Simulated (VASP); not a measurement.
# Al (Fm-3m) in VASP: notebook, part 2 of 2

VASP 6.6.1. Earlier steps stand in the parts before.

### 4 Single point, PBE (strain +0.015 along x and y, +0.015 along z)

INCAR

```
SYSTEM = Al
ALGO = Fast
EDIFF = 1E-7
ENCUT = 520
GGA = PE
ISIF = 2
ISMEAR = 0
LASPH = .True.
LCHARG = .False.
LREAL = .False.
LWAVE = .False.
NBANDS = 8
NELM = 80
PREC = Accurate
SIGMA = 0.15
```

KPOINTS

```
k-points
0
Gamma
  20 20 20
  0 0 0
```

POSCAR

```
Al
1.0
    0.0000000000      2.0543397000      2.0543397000
    2.0543397000      0.0000000000      2.0543397000
    2.0543397000      2.0543397000      0.0000000000
Al
1
Direct
    0.0000000000      0.0000000000      0.0000000000
```

Potentials or basis: VASP PAW PBE potentials, release 64 (Al).

Started as:

```sh
$ cat potpaw_PBE.64/Al/POTCAR > POTCAR
$ mpirun -np 1 vasp_std > vasp.out
```

OUTCAR:

```text
SYSTEM = Al
   EDIFF = 1E-7
   ENCUT = 520
   GGA = PE
   ISIF = 2
   ISMEAR = 0
   LASPH = .True.
   LREAL = .False.
   NELM = 80
   PREC = Accurate

 ion  position               nearest neighbor table
   1  0.000  0.000  0.000-

  LATTYP: Found a face centered cubic cell.
 ALAT       =     4.1086794000

  Lattice vectors:

 A1 = (   0.0000000000,   2.0543397000,   2.0543397000)
 A2 = (   2.0543397000,   0.0000000000,   2.0543397000)
 A3 = (   2.0543397000,   2.0543397000,   0.0000000000)

Analysis of symmetry for initial positions (statically):
=====================================================================
 Subroutine PRICEL returns:
 Original cell was already a primitive cell.

 Routine SETGRP: Setting up the symmetry group for a
 face centered cubic supercell.

 Subroutine GETGRP returns: Found 48 space group operations
 (whereof 48 operations were pure point group operations)
 out of a pool of 48 trial point group operations.

The static configuration has the point symmetry O_h .

Analysis of symmetry for dynamics (positions and initial velocities):
=====================================================================
 Subroutine PRICEL returns:
 Original cell was already a primitive cell.

 Routine SETGRP: Setting up the symmetry group for a
 face centered cubic supercell.

 Subroutine GETGRP returns: Found 48 space group operations
 (whereof 48 operations were pure point group operations)
 out of a pool of 48 trial point group operations.

The dynamic configuration has the point symmetry O_h .

 Subroutine INISYM returns: Found 48 space group operations
 (whereof 48 operations are pure point group operations),
 and found     1 'primitive' translations

----------------------------------------------------------------------------------------

                                     Primitive cell
[... 110 lines left out ...]
  volume/ion in A,a.u.               =      17.34       117.02
  Fermi-wavevector in a.u.,A,eV,Ry     =   0.912220  1.723846 11.322028  0.832146
  Thomas-Fermi vector in A             =   2.036591
   LORBIT       =      0    0 simple, 1 ext, 2 COOP (PROOUT), +10 PAW based schemes
   GGA     = PE    functional components
   LHFCALC =     F    Hartree Fock is set to
   AEXX    =    0.0000 exact exchange contribution
   IVDW    =     0    specifies the selected vdW correction
   LEPSILON=     F    determine dielectric tensor
   LRPA    =     F    only Hartree local field effects (RPA)
 non-spin polarized calculation
 RMM-DIIS sequential band-by-band and
 Gauss-broadening in eV      SIGMA  =   0.15
  energy-cutoff  :      520.00
  volume of cell :       17.34
 maximum number of plane-waves:       486
 NGX is ok and might be reduce to    24
   NGX = 11   NGY = 11   NGZ = 11

 number of electron       3.0000000 magnetization

 Free energy of the ion-electron system (eV)
  ---------------------------------------------------
  ext. energy  EPLUGINS =         0.00000000
  ---------------------------------------------------
  free energy    TOTEN  =        -3.73806764 eV

  energy without entropy =       -3.73298453  energy(sigma->0) =       -3.73552608

 E-fermi :   7.5270     XC(G=0): -10.0185

 val. band max:        7.5252537345   @ k =  -0.4500   0.3500   0.0000
 cond. band min:       7.5343406958   @ k =  -0.4000   0.4000   0.0000
 fundamental gap:      0.0090869613
 Fermi energy:         7.5270212224

 k-point     1 :       0.0000    0.0000    0.0000
  band No.  band energies     occupation
      1      -3.3043      2.00000
      2      19.8390      0.00000
      3      19.8390      0.00000
      4      19.8390      0.00000
      5      20.9634      0.00000
      6      20.9634      0.00000
      7      20.9634      0.00000
      8      23.6020      0.00000
[... 243 lines left out ...]
 k-point    24 :      -0.3500    0.0500    0.0000
  band No.  band energies     occupation
      1       0.2491      2.00000
      2       6.9594      2.00000
      3      16.4992      0.00000
      4      18.7866      0.00000
      5      19.2206      0.00000
      6      20.3511      0.00000
      7      21.9366      0.00000
      8      24.4773      0.00000

 [... further k-points ...]

------------------------ aborting loop because EDIFF is reached ----------------------------------------

  FORCE on cell =-STRESS in cart. coord.  units (eV):
  Direction    XX          YY          ZZ          XY          YZ          ZX
  --------------------------------------------------------------------------------------
  -------------------------------------------------------------------------------------
  Total       -0.3728615     -0.3728615     -0.3728615      0.0000000      0.0000000     -0.0000000
  in kB      -34.4517541    -34.4517541    -34.4517541      0.0000000      0.0000000     -0.0000000
  external PRESSURE =     -34.4517541 kB  Pullay stress =       0.0000000 kB

 VOLUME and BASIS-vectors are now :
 -----------------------------------------------------------------------------
  energy-cutoff  :      520.00
  volume of cell :       17.34
      direct lattice vectors                 reciprocal lattice vectors
     0.000000000  2.054339700  2.054339700    -0.243387206  0.243387206  0.243387206
     2.054339700  0.000000000  2.054339700     0.243387206 -0.243387206  0.243387206
     2.054339700  2.054339700  0.000000000     0.243387206  0.243387206 -0.243387206

 POSITION                                       TOTAL-FORCE (eV/Angst)
 -----------------------------------------------------------------------------------
      0.00000      0.00000      0.00000         0.000000     -0.000000      0.000000
 -----------------------------------------------------------------------------------
    total drift:                               -0.000000      0.000000      0.000000

  FREE ENERGIE OF THE ION-ELECTRON SYSTEM (eV)
  ---------------------------------------------------
  free  energy   TOTEN  =        -3.7380676410 eV

  energy  without entropy=       -3.7329845264  energy(sigma->0) =       -3.73552608
```

stdout:

```text
POSCAR found type information on POSCAR Al
 POSCAR found :  1 types and       1 ions
 scaLAPACK will be used
 LDA part: xc-table for (Slater+PW92), standard interpolation
 POSCAR, INCAR and KPOINTS ok, starting setup
 FFT: planning ... GRIDC
 FFT: planning ... GRID_SOFT
 FFT: planning ... GRID
 WAVECAR not read
 entering main loop
```

Wall time 35 s (1 thread of Intel Xeon 8259CL, shared host); peak memory 0.15 GiB.

What came out:

| Property | Result |
| --- | --- |
| Free energy | -3.7381 eV |
| Pressure | -3.4 GPa |
| Band gap on the k mesh | zero (an odd number of electrons rules out a gap without spin polarisation) |

Caveat: the cell differs from its parent crystal (strain +0.015 along x and y, +0.015 along z); the cell stands under tension.

### 5 Summary

```tsv
cell	gap on the mesh (eV)	pressure (GPa)
a = 2.776 Å, angles 60.0°, 1 atom	none	8.0
a = 2.819 Å, angles 60.0°, 1 atom	none	3.3
a = 2.905 Å, angles 60.0°, 1 atom	none	-3.4
```

Alike in all rows: task single point; level PBE; potentials or basis VASP PAW PBE potentials, release 64 (Al); no spin polarisation; k mesh 20 × 20 × 20; cutoff (eV) 520; smearing gaussian 0.15 eV.

Caveats: the cell stands under pressure (at least some runs); the cell stands under tension (at least some runs).

Absolute energies hang on the potentials; compare differences alone.

The gap in the log of VASP goes by the Fermi energy; the results here count the filled bands.